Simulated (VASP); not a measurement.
# HC4 in VASP: a series of runs

HC4 is run at these levels: r2SCAN; tasks: single point.

All numbers are computed with VASP 6.6.1; they aren't measurements. Logs are shortened: lines on timing, memory, paths and dates and some standing lists are left out, and cuts for length are marked.

### Step 1. The cell of the first run

The cell holds a slab with vacuum, 20 atoms: a = 5.035 Å, b = 2.518 Å, c = 19.733 Å, α = 90.00°, β = 90.00°, γ = 90.00°.

### Step 2. Single point, r2SCAN

POSCAR

```
HC4
1.0
    5.0350011261      0.0000000000      0.0000000000
    0.0000000000      2.5175005631      0.0000000000
    0.0000000000      0.0000000000     19.7329018234
C H
16 4
Direct
    0.5000000000      0.5000000000      0.2357689632
    0.0000000000      0.5000000000      0.2357689632
    0.5000000000      0.0000000000      0.2808748918
    0.0000000000      0.0000000000      0.2808748918
    0.7500000000      0.0000000000      0.3259808203
    0.2500000000      0.0000000000      0.3259808203
    0.7500000000      0.5000000000      0.3710867489
    0.2500000000      0.5000000000      0.3710867489
   -0.0043100572      0.5000000000      0.4184069515
    0.5020153626      0.5000000000      0.4107090071
   -0.0062465727      0.0000000000      0.4650494450
    0.5056485455      0.0000000000      0.4515841181
    0.2605859031      0.0000000000      0.5015282149
    0.7266759275      0.0000000000      0.5071355890
    0.3627713354      0.5000000000      0.5284264979
    0.6306523211      0.5000000000      0.5432241188
    0.6429144453      0.5000000000      0.1982508924
    0.3570855547      0.5000000000      0.1982508924
    0.1423584706      0.5000000000      0.1980631397
   -0.1423584706      0.5000000000      0.1980631397
```

INCAR.step1

```
PREC = Accurate
ENCUT = 520
ISMEAR = 0
SIGMA = 0.05
LREAL = Auto
LASPH = T
NELM = 100
LDIPOL = T
IDIPOL = 3
DIPOL = 0.5 0.5 0.352
NBANDS = 50
GGA = PE
ALGO = Normal
EDIFF = 1E-4
LWAVE = T
LCHARG = F
```

INCAR.step2

```
PREC = Accurate
ENCUT = 520
EDIFF = 1E-6
ISMEAR = 0
SIGMA = 0.05
LREAL = Auto
LASPH = T
NELM = 100
ALGO = Normal
ISIF = 2
LWAVE = F
LCHARG = F
LDIPOL = T
IDIPOL = 3
DIPOL = 0.5 0.5 0.352
METAGGA = R2SCAN
LMIXTAU = T
NBANDS = 50
ISTART = 1
```

KPOINTS

```
Automatic mesh
0
Gamma
  5 10 1
```

Potentials or basis: VASP PAW PBE potentials, release 64 (C, H).

Run with:

```console
$ cat potpaw_PBE.64/C/POTCAR potpaw_PBE.64/H/POTCAR > POTCAR
$ cp INCAR.step1 INCAR
$ mpirun -np 1 vasp_std > vasp.out
$ cp INCAR.step2 INCAR
$ mpirun -np 1 vasp_std > vasp.out
```

OUTCAR:

```text
PREC = Accurate
   ENCUT = 520
   EDIFF = 1E-6
   ISMEAR = 0
   LREAL = Auto
   LASPH = T
   NELM = 100
   ISIF = 2
   METAGGA = R2SCAN
   ISTART = 1

 ion  position               nearest neighbor table
   1  0.500  0.500  0.236-  17 1.03  18 1.03   3 1.54   3 1.54
   2  0.000  0.500  0.236-  19 1.03  20 1.03   4 1.54   4 1.54
   3  0.500  0.000  0.281-   5 1.54   6 1.54   1 1.54   1 1.54
   4  0.000  0.000  0.281-   5 1.54   6 1.54   2 1.54   2 1.54
   5  0.750  0.000  0.326-   3 1.54   4 1.54   7 1.54   7 1.54
   6  0.250  0.000  0.326-   3 1.54   4 1.54   8 1.54   8 1.54
   7  0.750  0.500  0.371-  10 1.47   5 1.54   5 1.54   9 1.55
   8  0.250  0.500  0.371-  10 1.49   6 1.54   6 1.54   9 1.58
   9  0.996  0.500  0.418-   7 1.55  11 1.56  11 1.56   8 1.58
  10  0.502  0.500  0.411-   7 1.47   8 1.49  12 1.50  12 1.50
  11  0.994  0.000  0.465-  13 1.52   9 1.56   9 1.56  14 1.58
  12  0.506  0.000  0.452-  10 1.50  10 1.50  14 1.56  13 1.58
  13  0.261  0.000  0.502-  15 1.46  15 1.46  11 1.52  12 1.58
  14  0.727  0.000  0.507-  16 1.52  16 1.52  12 1.56  11 1.58
  15  0.363  0.500  0.528-  16 1.38  13 1.46  13 1.46
  16  0.631  0.500  0.543-  15 1.38  14 1.52  14 1.52
  17  0.643  0.500  0.198-   1 1.03
  18  0.357  0.500  0.198-   1 1.03
  19  0.142  0.500  0.198-   2 1.03
  20  0.858  0.500  0.198-   2 1.03

  LATTYP: Found a simple orthorhombic cell.
 ALAT       =     2.5175005631
 B/A-ratio  =     2.0000000000
 C/A-ratio  =     7.8382909274

  Lattice vectors:

 A1 = (   0.0000000000,  -2.5175005631,   0.0000000000)
 A2 = (   5.0350011261,   0.0000000000,   0.0000000000)
 A3 = (   0.0000000000,   0.0000000000,  19.7329018234)

Analysis of symmetry for initial positions (statically):
=====================================================================
 Subroutine PRICEL returns:
 Original cell was already a primitive cell.

 Routine SETGRP: Setting up the symmetry group for a
 simple orthorhombic supercell.

 Subroutine GETGRP returns: Found  2 space group operations
 (whereof  2 operations were pure point group operations)
 out of a pool of  8 trial point group operations.

The static configuration has the point symmetry C_1h.

Analysis of symmetry for dynamics (positions and initial velocities):
=====================================================================
 Subroutine PRICEL returns:
 Original cell was already a primitive cell.

 Routine SETGRP: Setting up the symmetry group for a
 simple orthorhombic supercell.

 Subroutine GETGRP returns: Found  2 space group operations
 (whereof  2 operations were pure point group operations)
 out of a pool of  8 trial point group operations.

The dynamic configuration has the point symmetry C_1h.

 Subroutine INISYM returns: Found  2 space group operations
 (whereof  2 operations are pure point group operations),
 and found     1 'primitive' translations

----------------------------------------------------------------------------------------

                                     Primitive cell

  volume of cell :     250.1267

  direct lattice vectors                    reciprocal lattice vectors
     5.035001126  0.000000000  0.000000000     0.198609687  0.000000000  0.000000000
     0.000000000  2.517500563  0.000000000     0.000000000  0.397219375  0.000000000
     0.000000000  0.000000000 19.732901823     0.000000000  0.000000000  0.050676784

  length of vectors
     5.035001126  2.517500563 19.732901823     0.198609687  0.397219375  0.050676784

  position of ions in fractional coordinates (direct lattice)
     0.500000000  0.500000000  0.235768963
     0.000000000  0.500000000  0.235768963
     0.500000000  0.000000000  0.280874892
     0.000000000  0.000000000  0.280874892
     0.750000000  0.000000000  0.325980820
     0.250000000  0.000000000  0.325980820
[... 12 lines left out ...]
     0.142358471  0.500000000  0.198063140
     0.857641529  0.500000000  0.198063140

  ion indices of the primitive-cell ions
   primitive index   ion index
                 1           1
                 2           2
                 3           3
                 4           4
                 5           5
                 6           6
[... 12 lines left out ...]
                19          19
                20          20

----------------------------------------------------------------------------------------

 KPOINTS: Automatic mesh

Automatic generation of k-mesh.
 Grid dimensions read from file:
 generate k-points for:    5   10    1

 Generating k-lattice:

  Cartesian coordinates                     Fractional coordinates (reciprocal lattice)
     0.039721937  0.000000000  0.000000000     0.200000000  0.000000000  0.000000000
     0.000000000  0.039721937  0.000000000     0.000000000  0.100000000  0.000000000
     0.000000000  0.000000000  0.050676784     0.000000000  0.000000000  1.000000000

  Length of vectors
     0.039721937  0.039721937  0.050676784

  Shift w.r.t. Gamma in fractional coordinates (k-lattice)
     0.000000000  0.000000000  0.000000000

 Subroutine IBZKPT returns following result:
 ===========================================

 Found     18 irreducible k-points:

 Following reciprocal coordinates:
            Coordinates               Weight
  0.000000  0.000000  0.000000      1.000000
  0.200000  0.000000  0.000000      2.000000
  0.400000  0.000000  0.000000      2.000000
  0.000000  0.100000  0.000000      2.000000
  0.200000  0.100000  0.000000      4.000000
  0.400000  0.100000  0.000000      4.000000
[... 10 lines left out ...]
  0.200000  0.500000  0.000000      2.000000
  0.400000  0.500000  0.000000      2.000000
   k-points           NKPTS =     18   k-points in BZ     NKDIM =     18   number of bands    NBANDS=     50
   number of dos      NEDOS =    301   number of ions     NIONS =     20
   total plane-waves  NPLWV = 120000
   dimension x,y,z NGX =    40 NGY =   20 NGZ =  150
   dimension x,y,z NGXF=    80 NGYF=   40 NGZF=  300
   ions per type =              16   4
   NGX,Y,Z   is equivalent  to a cutoff of  13.21, 13.21, 12.64 a.u.
   NGXF,Y,Z  is equivalent  to a cutoff of  26.41, 26.41, 25.27 a.u.
 SYSTEM =  unknown system
   PREC   = accura    normal or accurate (medium, high low for compatibility)
   ISTART =      1    job   : 0-new  1-cont  2-samecut
   ICHARG =      0    charge: 1-file 2-atom 10-const
   ISPIN  =      1    spin polarized calculation?
   LNONCOLLINEAR =      F non collinear calculations
   LSORBIT =      F    spin-orbit coupling
   LASPH  =      T    aspherical Exc in radial PAW
   ENCUT  =  520.0 eV  38.22 Ry    6.18 a.u.   9.36  4.68 36.69*2*pi/ulx,y,z
   NELM   =    100;   NELMIN=  2; NELMDL=  0     # of ELM steps
   EDIFF  = 0.1E-05   stopping-criterion for ELM
   LREAL  =      T    real-space projection
   EDIFFG = 0.1E-04   stopping-criterion for IOM
   NSW    =      0    number of steps for IOM
   IBRION =     -1    ionic relax: 0-MD 1-quasi-New 2-CG
   NFREE  =      0    steps in history (QN), initial steepest desc. (CG)
   ISIF   =      2    stress and relaxation
   ISYM   =      2    0-nonsym 1-usesym 2-fastsym
   POTIM  = 0.5000    time-step for ionic-motion
   TEBEG  =    0.0;   TEEND  =   0.0 temperature during run
   PSTRESS=    0.0 pullay stress
   NELECT =      68.0000    total number of electrons
   NUPDOWN=      -1.0000    fix difference up-down
   EMIN   =  10.00;   EMAX   =-10.00  energy-range for DOS
   EFERMI =   0.00;   METHOD = LEGACY
   ISMEAR =     0;   SIGMA  =   0.05  broadening in eV -4-tet -1-fermi 0-gaus
   EFERMI_NEDOS =   21; number of points for ismear=-14 and -15
   IALGO  =     38    algorithm
   IMIX   =      4    mixing-type and parameters
     AMIX     =   0.40;   BMIX     =  1.00
     AMIX_MAG =   1.60;   BMIX_MAG =  1.00
  volume/ion in A,a.u.               =      12.51        84.40
  Fermi-wavevector in a.u.,A,eV,Ry     =   1.060534  2.004118 15.302901  1.124732
  Thomas-Fermi vector in A             =   2.195918
   LORBIT       =      0    0 simple, 1 ext, 2 COOP (PROOUT), +10 PAW based schemes
   METAGGA = R2SCAN    functional components
   LHFCALC =     F    Hartree Fock is set to
   AEXX    =    0.0000 exact exchange contribution
   IVDW    =     0    specifies the selected vdW correction
   LEPSILON=     F    determine dielectric tensor
   LRPA    =     F    only Hartree local field effects (RPA)
 non-spin polarized calculation
 Gauss-broadening in eV      SIGMA  =   0.05
  energy-cutoff  :      520.00
  volume of cell :      250.13
 maximum number of plane-waves:      6791
 NGX is ok and might be reduce to    40
   NGX = 19   NGY =  9   NGZ = 73

 number of electron      68.0000009 magnetization

 dipolmoment           0.000000      0.000000      0.287301 electrons x Angstroem

 Free energy of the ion-electron system (eV)
  ---------------------------------------------------
  ext. energy  EPLUGINS =         0.00000000
  ---------------------------------------------------
  free energy    TOTEN  =      -163.01986694 eV

  energy without entropy =     -163.01986694  energy(sigma->0) =     -163.01986694

 E-fermi :   1.8125     XC(G=0):  -6.2496

 val. band max:        1.4980414454   @ k =   0.4000   0.1000   0.0000
 cond. band min:       2.9884729611   @ k =   0.0000   0.5000   0.0000
 fundamental gap:      1.4904315156
 Fermi energy:         1.8124580896

 k-point     1 :       0.0000    0.0000    0.0000
  band No.  band energies     occupation
      1     -21.6875      2.00000
      2     -20.2524      2.00000
      3     -18.2303      2.00000
      4     -16.8481      2.00000
      5     -16.6876      2.00000
      6     -15.8887      2.00000
[... 38 lines left out ...]
     45       8.1489      0.00000
     46       8.2526      0.00000
[... 791 lines left out ...]
      5     -14.8778      2.00000
      6     -14.6650      2.00000
[... 38 lines left out ...]
     45       9.8211      0.00000
     46       9.8996      0.00000
 [bands above 46 left out]

------------------------ aborting loop because EDIFF is reached ----------------------------------------

 vacuum level on the upper side and lower side of the slab       (xc-potential included)         2.026        -1.971

  FORCE on cell =-STRESS in cart. coord.  units (eV):
  Direction    XX          YY          ZZ          XY          YZ          ZX
  --------------------------------------------------------------------------------------
  -------------------------------------------------------------------------------------
  Total       30.1561410      8.2484827      7.3191953      0.0000000      0.0000000      0.0565921
  in kB      193.1640243     52.8353451     46.8828297      0.0000000      0.0000000      0.3624985
  external PRESSURE =      97.6273997 kB  Pullay stress =       0.0000000 kB

 VOLUME and BASIS-vectors are now :
 -----------------------------------------------------------------------------
  energy-cutoff  :      520.00
  volume of cell :      250.13
      direct lattice vectors                 reciprocal lattice vectors
     5.035001126  0.000000000  0.000000000     0.198609687  0.000000000  0.000000000
     0.000000000  2.517500563  0.000000000     0.000000000  0.397219375  0.000000000
     0.000000000  0.000000000 19.732901823     0.000000000  0.000000000  0.050676784

 POSITION                                       TOTAL-FORCE (eV/Angst)
 -----------------------------------------------------------------------------------
      2.51750      1.25875      4.65241        -0.010881      0.000000      1.903818
      0.00000      1.25875      4.65241         0.010600      0.000000      1.789203
      2.51750      0.00000      5.54248         0.026717      0.000000     -1.611619
      0.00000      0.00000      5.54248        -0.020836      0.000000     -1.767129
      3.77625      0.00000      6.43255         0.763682      0.000000     -0.446791
      1.25875      0.00000      6.43255        -0.763190      0.000000     -0.282401
[... 12 lines left out ...]
      0.71678      1.25875      3.90836         0.054855      0.000000     -0.060331
      4.31823      1.25875      3.90836        -0.055765      0.000000     -0.057862
 -----------------------------------------------------------------------------------
    total drift:                               -0.001868     -0.000000      0.030387

  FREE ENERGIE OF THE ION-ELECTRON SYSTEM (eV)
  ---------------------------------------------------
  free  energy   TOTEN  =      -163.0198669356 eV

  energy  without entropy=     -163.0198669356  energy(sigma->0) =     -163.01986694

 vacuum level on the upper side and lower side of the slab         7.431         3.327
```

It took 30 min on 1 thread of Intel Xeon 8259CL, shared host; peak memory 0.43 GiB.

What came out:

```yaml
Free_energy: -163.0199 eV
Largest_force: 4.594 eV/Å
Band_gap_on_the_k_mesh: 1.49 eV (least direct gap 1.69 eV)
```

Forces in eV/Å, atoms in the order of the input:
```
C   -0.011  0.000  1.904
C    0.011  0.000  1.789
C    0.027  0.000 -1.612
C   -0.021  0.000 -1.767
C    0.764  0.000 -0.447
C   -0.763  0.000 -0.282
C    0.949  0.000 -1.672
C   -0.968  0.000 -1.034
C    0.002  0.000 -0.002
C   -0.004  0.000  0.001
C    0.008  0.000  0.013
C    0.009  0.000 -0.015
C   -0.073  0.000  0.017
C    0.046  0.000 -0.002
C   -0.057  0.000  4.594
C    0.081  0.000 -1.266
H    0.059  0.000 -0.049
H   -0.057  0.000 -0.051
H    0.055  0.000 -0.060
H   -0.056  0.000 -0.058
```

Levels at points of the mesh, in eV from the valence-band top:
| k point | band 31 | band 32 | band 33 | band 34 | band 35 | band 36 | band 37 | band 38 |
| --- | --- | --- | --- | --- | --- | --- | --- | --- |
| (0.00, 0.00, 0.00) | -2.01 | -1.49 | -0.31 | -0.09 | 1.61 | 2.83 | 3.28 | 4.05 |
| (0.00, 0.50, 0.00) | -3.46 | -3.23 | -1.84 | -0.96 | 1.49 | 4.61 | 4.74 | 5.44 |

Caveat: the PAW data sets were made with another functional, which shifts forces and pressure a little.

(Continued in part 2 of 2.)
